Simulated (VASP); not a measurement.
Wanted: the native input for a VASP 6.6.1 run.

```yaml
Task: single point
Functional: PBEsol
Potentials_or_basis: VASP PAW PBE potentials, release 64 (Ta_pv, Si)
Cutoff: 520 eV
k_mesh: 9 × 9 × 6
Occupations: gaussian, width 0.15 eV
Spin: no spin polarisation
Dipole_correction: no
Further_INCAR_settings: ALGO = Normal; EDIFF = 1e-06; NBANDS = 38
```

The structure of TaSi2 lies in POSCAR:

```
TaSi2
1.0
    4.7613605622      0.0000000000      0.0000000000
   -2.3806802811      4.1234592035      0.0000000000
    0.0000000000      0.0000000000      6.5581204410
Ta Si
3 6
Direct
    0.5000000000      0.0000000000     -0.1631565034
    0.5000000000      0.5000000000      0.6666666667
    0.0000000000      0.5000000000      0.3333333333
    0.1592624125      0.3185248251      0.0000000000
    0.8407375875      0.1592624125      0.6666666667
    0.6814751749      0.8407375875      0.3333333333
    0.8407375875      0.6814751749      0.0000000000
    0.1592624125      0.8407375875      0.6666666667
    0.3185248251      0.1592624125      0.3333333333
```

This cell differs from its parent crystal: atom 1 (Ta) moved by +0.000 Å along [1 0 0] and -1.070 Å along [0 0 1].

The input as run:

INCAR

```
PREC = Accurate ; ENCUT = 520
EDIFF = 1E-6 ; ISMEAR = 0
SIGMA = 0.15 ; LREAL = F
LASPH = T ; NELM = 60
ALGO = Normal ; ISIF = 2
LWAVE = F ; LCHARG = F
GGA = PS ; NBANDS = 38
```

KPOINTS

```
Automatic mesh
0
Gamma
  9 9 6
```

Potentials or basis: VASP PAW PBE potentials, release 64 (Ta_pv, Si).

Launch:

```bash
$ cat potpaw_PBE.64/Ta_pv/POTCAR potpaw_PBE.64/Si/POTCAR > POTCAR
$ mpirun -np 1 vasp_std > vasp.out
```

Results of the run:

```yaml
Pressure: 42.6 GPa
Largest_force: 36.841 eV/Å
Band_gap_on_the_k_mesh: zero (an odd number of electrons rules out a gap without spin polarisation)
```

Caveat: the cell differs from its parent crystal (atom 1 (Ta) moved by +0.000 Å along [1 0 0] and -1.070 Å along [0 0 1]); atoms lie so close that the PAW spheres overlap strongly, which falsifies energies and pressures; the cell stands under pressure; the PAW data sets were made with another functional, which shifts forces and pressure a little; spin-orbit coupling is left out, which moves the levels of the heavy elements.

It took 5.4 min on 1 thread of Intel(R) Xeon(R) 6975P-C (Granite Rapids) (shared host), peak memory 0.68 GiB.
